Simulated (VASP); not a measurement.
# Ca (P4/mmm) in VASP: notebook

The runs below take Ca through single point, with PBEsol.

Program: VASP 6.6.1. These are calculated values, not measurements. Logs are shortened: lines on timing, memory, paths and dates and some standing lists are left out, and cuts for length are marked.

## Step 1: The cell of the first run

It takes space group P4/mmm (No. 123, tetragonal). Conventional cell: a = 3.447 Å, b = 3.447 Å, c = 3.464 Å, α = 90.00°, β = 90.00°, γ = 90.00°. Ca (site symmetry 4/mmm) has 6 Ca at 3.45 to 3.46 Å within 4.5 Å.

This isn't the form of Ca at room conditions, which is fcc.

## Step 2: Single point, PBEsol (strain +0.0050 x Voigt [0, 1, 0, 0, 0, 0])

INCAR

```
PREC = Accurate ; ENCUT = 520
EDIFF = 1E-6 ; ISMEAR = 0
SIGMA = 0.15 ; LREAL = False
LASPH = True ; NELM = 60
ALGO = Fast ; ISIF = 2
LWAVE = False ; LCHARG = False
GGA = PS ; NBANDS = 11
```

KPOINTS

```
Automatic mesh
0
Gamma
  18 18 18
```

POSCAR

```
Ca
1.0
    3.4472033558      0.0000000000      0.0000000000
    0.0000000000      3.4644393726      0.0000000000
    0.0000000000      0.0000000000      3.4472033558
Ca
1
Direct
    0.0000000000      0.0000000000      0.0000000000
```

Potentials or basis: VASP PAW PBE potentials, release 64 (Ca_sv).

Launch:

```
$ cat potpaw_PBE.64/Ca_sv/POTCAR > POTCAR
$ mpirun -np 1 vasp_std > vasp.out
```

OUTCAR:

```text
PREC = Accurate
   ENCUT = 520
   EDIFF = 1E-6
   ISMEAR = 0
   LREAL = False
   LASPH = True
   NELM = 60
   ISIF = 2
   GGA = PS

 ion  position               nearest neighbor table
   1  0.000  0.000  0.000-

  LATTYP: Found a simple tetragonal cell.
 ALAT       =     3.4472033558
 C/A-ratio  =     1.0050000000

  Lattice vectors:

 A1 = (  -3.4472033558,   0.0000000000,   0.0000000000)
 A2 = (   0.0000000000,   0.0000000000,   3.4472033558)
 A3 = (   0.0000000000,   3.4644393726,   0.0000000000)

Analysis of symmetry for initial positions (statically):
=====================================================================
 Subroutine PRICEL returns:
 Original cell was already a primitive cell.

 Routine SETGRP: Setting up the symmetry group for a
 simple tetragonal supercell.

 Subroutine GETGRP returns: Found 16 space group operations
 (whereof 16 operations were pure point group operations)
 out of a pool of 16 trial point group operations.

The static configuration has the point symmetry D_4h.

Analysis of symmetry for dynamics (positions and initial velocities):
=====================================================================
 Subroutine PRICEL returns:
 Original cell was already a primitive cell.

 Routine SETGRP: Setting up the symmetry group for a
 simple tetragonal supercell.

 Subroutine GETGRP returns: Found 16 space group operations
 (whereof 16 operations were pure point group operations)
 out of a pool of 16 trial point group operations.

The dynamic configuration has the point symmetry D_4h.

 Subroutine INISYM returns: Found 16 space group operations
 (whereof 16 operations are pure point group operations),
 and found     1 'primitive' translations

----------------------------------------------------------------------------------------

                                     Primitive cell

  volume of cell :      41.1687

  direct lattice vectors                    reciprocal lattice vectors
     3.447203356  0.000000000  0.000000000     0.290090226  0.000000000  0.000000000
     0.000000000  3.464439373  0.000000000     0.000000000  0.288646991  0.000000000
     0.000000000  0.000000000  3.447203356     0.000000000  0.000000000  0.290090226

  length of vectors
     3.447203356  3.464439373  3.447203356     0.290090226  0.288646991  0.290090226

  position of ions in fractional coordinates (direct lattice)
     0.000000000  0.000000000  0.000000000

  ion indices of the primitive-cell ions
   primitive index   ion index
                 1           1

----------------------------------------------------------------------------------------

 KPOINTS: Automatic mesh

Automatic generation of k-mesh.
 Grid dimensions read from file:
 generate k-points for:   18   18   18

 Generating k-lattice:

  Cartesian coordinates                     Fractional coordinates (reciprocal lattice)
     0.016116124  0.000000000  0.000000000     0.055555556  0.000000000  0.000000000
     0.000000000  0.016035944  0.000000000     0.000000000  0.055555556  0.000000000
     0.000000000  0.000000000  0.016116124     0.000000000  0.000000000  0.055555556

  Length of vectors
     0.016116124  0.016035944  0.016116124

  Shift w.r.t. Gamma in fractional coordinates (k-lattice)
     0.000000000  0.000000000  0.000000000

 Subroutine IBZKPT returns following result:
 ===========================================

 Found    550 irreducible k-points:

 Following reciprocal coordinates:
            Coordinates               Weight
  0.000000  0.000000  0.000000      1.000000
  0.055556  0.000000  0.000000      4.000000
  0.111111  0.000000  0.000000      4.000000
  0.166667  0.000000  0.000000      4.000000
  0.222222  0.000000  0.000000      4.000000
  0.277778  0.000000  0.000000      4.000000
[... 16 lines left out ...]
  0.111111  0.111111  0.000000      8.000000
  0.166667  0.111111  0.000000      8.000000
 [... further k-points ...]
   k-points           NKPTS =    550   k-points in BZ     NKDIM =    550   number of bands    NBANDS=     11
   number of dos      NEDOS =    301   number of ions     NIONS =      1
   total plane-waves  NPLWV =  21952
   dimension x,y,z NGX =    28 NGY =   28 NGZ =   28
   dimension x,y,z NGXF=    56 NGYF=   56 NGZF=   56
   ions per type =               1
   NGX,Y,Z   is equivalent  to a cutoff of  13.50, 13.44, 13.50 a.u.
   NGXF,Y,Z  is equivalent  to a cutoff of  27.01, 26.87, 27.01 a.u.
 SYSTEM =  unknown system
   PREC   = accura    normal or accurate (medium, high low for compatibility)
   ISTART =      0    job   : 0-new  1-cont  2-samecut
   ICHARG =      2    charge: 1-file 2-atom 10-const
   ISPIN  =      1    spin polarized calculation?
   LNONCOLLINEAR =      F non collinear calculations
   LSORBIT =      F    spin-orbit coupling
   LASPH  =      T    aspherical Exc in radial PAW
   ENCUT  =  520.0 eV  38.22 Ry    6.18 a.u.   6.41  6.44  6.41*2*pi/ulx,y,z
   NELM   =     60;   NELMIN=  2; NELMDL= -5     # of ELM steps
   EDIFF  = 0.1E-05   stopping-criterion for ELM
   LREAL  =      F    real-space projection
[... 7 lines left out ...]
   TEBEG  =    0.0;   TEEND  =   0.0 temperature during run
   PSTRESS=    0.0 pullay stress
   NELECT =      10.0000    total number of electrons
   NUPDOWN=      -1.0000    fix difference up-down
   EMIN   =  10.00;   EMAX   =-10.00  energy-range for DOS
   EFERMI =   0.00;   METHOD = LEGACY
   ISMEAR =     0;   SIGMA  =   0.15  broadening in eV -4-tet -1-fermi 0-gaus
   EFERMI_NEDOS =   21; number of points for ismear=-14 and -15
   IALGO  =     68    algorithm
   IMIX   =      4    mixing-type and parameters
     AMIX     =   0.40;   BMIX     =  1.00
     AMIX_MAG =   1.60;   BMIX_MAG =  1.00
  volume/ion in A,a.u.               =      41.17       277.82
  Fermi-wavevector in a.u.,A,eV,Ry     =   1.021455  1.930270 14.195915  1.043370
  Thomas-Fermi vector in A             =   2.155081
   LORBIT       =      0    0 simple, 1 ext, 2 COOP (PROOUT), +10 PAW based schemes
   GGA     = PS    functional components
   LHFCALC =     F    Hartree Fock is set to
   AEXX    =    0.0000 exact exchange contribution
   IVDW    =     0    specifies the selected vdW correction
   LEPSILON=     F    determine dielectric tensor
   LRPA    =     F    only Hartree local field effects (RPA)
 non-spin polarized calculation
 RMM-DIIS sequential band-by-band and
 Gauss-broadening in eV      SIGMA  =   0.15
  energy-cutoff  :      520.00
  volume of cell :       41.17
 maximum number of plane-waves:      1141
 NGX is ok and might be reduce to    28
   NGX = 13   NGY = 13   NGZ = 13

 number of electron      10.0000002 magnetization

 Free energy of the ion-electron system (eV)
  ---------------------------------------------------
  ext. energy  EPLUGINS =         0.00000000
  ---------------------------------------------------
  free energy    TOTEN  =        -1.74552927 eV

  energy without entropy =       -1.73473914  energy(sigma->0) =       -1.74013421

 E-fermi :   1.8779     XC(G=0):  -7.8684

 val. band max:        1.8776643054   @ k =   0.5000   0.0556   0.2778
 cond. band min:       1.8845481743   @ k =   0.5000   0.2222   0.1667
 fundamental gap:      0.0068838688
 Fermi energy:         1.8779412412

 k-point     1 :       0.0000    0.0000    0.0000
  band No.  band energies     occupation
      1     -40.0543      2.00000
      2     -21.0076      2.00000
      3     -21.0035      2.00000
      4     -21.0035      2.00000
      5      -2.0336      2.00000
      6       2.6896      0.00000
      7       2.6905      0.00000
      8       6.1425      0.00000
      9       6.1425      0.00000
     10       6.1587      0.00000
     11      10.7112      0.00000

 k-point     2 :       0.0556    0.0000    0.0000
  band No.  band energies     occupation
      1     -40.0536      2.00000
      2     -21.0113      2.00000
      3     -21.0069      2.00000
      4     -21.0028      2.00000
      5      -1.9877      2.00000
      6       2.7044      0.00000
      7       2.7071      0.00000
      8       6.0867      0.00000
      9       6.1041      0.00000
     10       6.1461      0.00000
     11      10.5024      0.00000

 k-point     3 :       0.1111    0.0000    0.0000
  band No.  band energies     occupation
      1     -40.0516      2.00000
      2     -21.0340      2.00000
      3     -21.0050      2.00000
      4     -21.0008      2.00000
      5      -1.8515      2.00000
      6       2.7459      0.00000
      7       2.7509      0.00000
      8       5.9352      0.00000
      9       5.9555      0.00000
     10       6.1564      0.00000
     11       9.7830      0.00000

 k-point     4 :       0.1667    0.0000    0.0000
  band No.  band energies     occupation
      1     -40.0485      2.00000
      2     -21.0686      2.00000
      3     -21.0020      2.00000
      4     -20.9979      2.00000
      5      -1.6295      2.00000
      6       2.7965      0.00000
      7       2.8116      0.00000
      8       5.7247      0.00000
      9       5.7484      0.00000
     10       6.1723      0.00000
     11       9.0106      0.00000

 k-point     5 :       0.2222    0.0000    0.0000
  band No.  band energies     occupation
      1     -40.0446      2.00000
      2     -21.1107      2.00000
      3     -20.9984      2.00000
      4     -20.9943      2.00000
      5      -1.3284      2.00000
      6       2.8027      0.00000
      7       2.8942      0.00000
      8       5.4934      0.00000
      9       5.5203      0.00000
     10       6.1919      0.00000
     11       8.3334      0.00000

 k-point     6 :       0.2778    0.0000    0.0000
  band No.  band energies     occupation
      1     -40.0406      2.00000
      2     -21.1552      2.00000
      3     -20.9945      2.00000
      4     -20.9905      2.00000
      5      -0.9573      2.00000
      6       2.7148      0.00000
      7       2.9858      0.00000
      8       5.2718      0.00000
      9       5.3012      0.00000
     10       6.2130      0.00000
     11       7.8302      0.00000

 k-point     7 :       0.3333    0.0000    0.0000
  band No.  band energies     occupation
      1     -40.0368      2.00000
      2     -21.1965      2.00000
      3     -20.9909      2.00000
      4     -20.9869      2.00000
      5      -0.5279      2.00000
      6       2.4912      0.00000
      7       3.0757      0.00000
      8       5.0814      0.00000
      9       5.1125      0.00000
     10       6.2329      0.00000
     11       7.5340      0.00000

 k-point     8 :       0.3889    0.0000    0.0000
  band No.  band energies     occupation
      1     -40.0336      2.00000
      2     -21.2301      2.00000
      3     -20.9879      2.00000
      4     -20.9839      2.00000
      5      -0.0569      2.00000
      6       2.1351      0.01532
      7       3.1519      0.00000
      8       4.9365      0.00000
      9       4.9688      0.00000
     10       6.2492      0.00000
     11       7.4167      0.00000
[... 141 lines left out ...]
 k-point    19 :       0.4444    0.0556    0.0000
  band No.  band energies     occupation
      1     -40.0309      2.00000
      2     -21.2509      2.00000
      3     -20.9932      2.00000
      4     -20.9814      2.00000
      5       0.4613      2.00000
      6       1.7195      1.86481
      7       3.2275      0.00000
      8       4.8198      0.00000
      9       4.8878      0.00000
     10       6.2194      0.00000
     11       7.4040      0.00000

 k-point    20 :       0.5000    0.0556    0.0000
  band No.  band energies     occupation
      1     -40.0302      2.00000
      2     -21.2584      2.00000
      3     -20.9925      2.00000
      4     -20.9807      2.00000
      5       0.7610      2.00000
      6       1.4310      1.99997
      7       3.2463      0.00000
      8       4.7926      0.00000
      9       4.8575      0.00000
     10       6.2233      0.00000
     11       7.4044      0.00000

 k-point    21 :       0.0000    0.1111    0.0000
  band No.  band energies     occupation
      1     -40.0517      2.00000
      2     -21.0368      2.00000
      3     -21.0010      2.00000
      4     -21.0010      2.00000
      5      -1.8537      2.00000
      6       2.7437      0.00000
      7       2.7457      0.00000
      8       5.9450      0.00000
      9       5.9450      0.00000
     10       6.1719      0.00000
     11       9.6883      0.00000

 k-point    22 :       0.0556    0.1111    0.0000
  band No.  band energies     occupation
      1     -40.0510      2.00000
      2     -21.0361      2.00000
      3     -21.0088      2.00000
      4     -21.0003      2.00000
      5      -1.8083      2.00000
      6       2.7579      0.00000
      7       2.7656      0.00000
      8       5.8792      0.00000
      9       5.9450      0.00000
     10       6.1245      0.00000
     11       9.7679      0.00000

 k-point    23 :       0.1111    0.1111    0.0000
  band No.  band energies     occupation
      1     -40.0490      2.00000
      2     -21.0347      2.00000
      3     -21.0308      2.00000
      4     -20.9984      2.00000
      5      -1.6736      2.00000
      6       2.7962      0.00000
      7       2.8207      0.00000
      8       5.7029      0.00000
      9       5.9156      0.00000
     10       6.0247      0.00000
     11       9.9809      0.00000

 k-point    24 :       0.1667    0.1111    0.0000
  band No.  band energies     occupation
      1     -40.0459      2.00000
      2     -21.0659      2.00000
      3     -21.0308      2.00000
      4     -20.9955      2.00000
      5      -1.4541      2.00000
      6       2.8477      0.00000
      7       2.8931      0.00000
      8       5.4655      0.00000
      9       5.7529      0.00000
     10       6.0077      0.00000
     11       9.2933      0.00000

 [... further k-points ...]
[... 5 lines left out ...]
  --------------------------------------------------------------------------------------
  -------------------------------------------------------------------------------------
  Total        0.0389625     -0.0370001      0.0389625     -0.0000000      0.0000000      0.0000000
  in kB        1.5163179     -1.4399480      1.5163179     -0.0000000      0.0000000      0.0000000
  external PRESSURE =       0.5308959 kB  Pullay stress =       0.0000000 kB

 VOLUME and BASIS-vectors are now :
 -----------------------------------------------------------------------------
  energy-cutoff  :      520.00
  volume of cell :       41.17
      direct lattice vectors                 reciprocal lattice vectors
     3.447203356  0.000000000  0.000000000     0.290090226  0.000000000  0.000000000
     0.000000000  3.464439373  0.000000000     0.000000000  0.288646991  0.000000000
     0.000000000  0.000000000  3.447203356     0.000000000  0.000000000  0.290090226

 POSITION                                       TOTAL-FORCE (eV/Angst)
 -----------------------------------------------------------------------------------
      0.00000      0.00000      0.00000         0.000000      0.000000      0.000000
 -----------------------------------------------------------------------------------
    total drift:                               -0.000000     -0.000000     -0.000000

  FREE ENERGIE OF THE ION-ELECTRON SYSTEM (eV)
  ---------------------------------------------------
  free  energy   TOTEN  =        -1.7455292713 eV

  energy  without entropy=       -1.7347391397  energy(sigma->0) =       -1.74013421
```

It took 1.8 min on 1 thread of Intel Xeon 6975P-C (Granite Rapids), shared host; peak memory 0.35 GiB.

What came out:

* Free energy: -1.7455 eV
* Pressure: 0.1 GPa
* Band gap on the k mesh: zero (bands 5 and 6 overlap by 1.12 eV)

Levels at points of the mesh, in eV from the Fermi level:
| k point | band 1 | band 2 | band 3 | band 4 | band 5 | band 6 | band 7 | band 8 | band 9 | band 10 |
| --- | --- | --- | --- | --- | --- | --- | --- | --- | --- | --- |
| (0.00, 0.00, 0.00) | -41.93 | -22.89 | -22.88 | -22.88 | -3.91 | 0.81 | 0.81 | 4.26 | 4.26 | 4.28 |
| (0.50, 0.00, 0.00) | -41.91 | -23.14 | -22.86 | -22.86 | -1.17 | -0.45 | 1.34 | 2.94 | 2.97 | 4.39 |
| (0.00, 0.50, 0.00) | -41.91 | -23.13 | -22.86 | -22.86 | -1.20 | -0.47 | 1.32 | 2.99 | 2.99 | 4.40 |
| (0.50, 0.50, 0.00) | -41.89 | -23.11 | -23.10 | -22.84 | -0.43 | 0.94 | 2.49 | 2.50 | 3.28 | 3.30 |
| (0.50, 0.00, 0.50) | -41.89 | -23.10 | -23.10 | -22.84 | -0.43 | 0.98 | 2.53 | 2.53 | 3.26 | 3.26 |
| (0.50, 0.50, 0.50) | -41.87 | -23.07 | -23.07 | -23.07 | 0.65 | 0.68 | 0.68 | 5.06 | 5.08 | 5.78 |

Caveat: the cell differs from its parent crystal (strain +0.0050 x Voigt [0, 1, 0, 0, 0, 0]); the PAW data sets were made with another functional, which shifts forces and pressure a little.

(Continued in part 2 of 2.)

The gap in the log of VASP goes by the Fermi energy; the results here count the filled bands.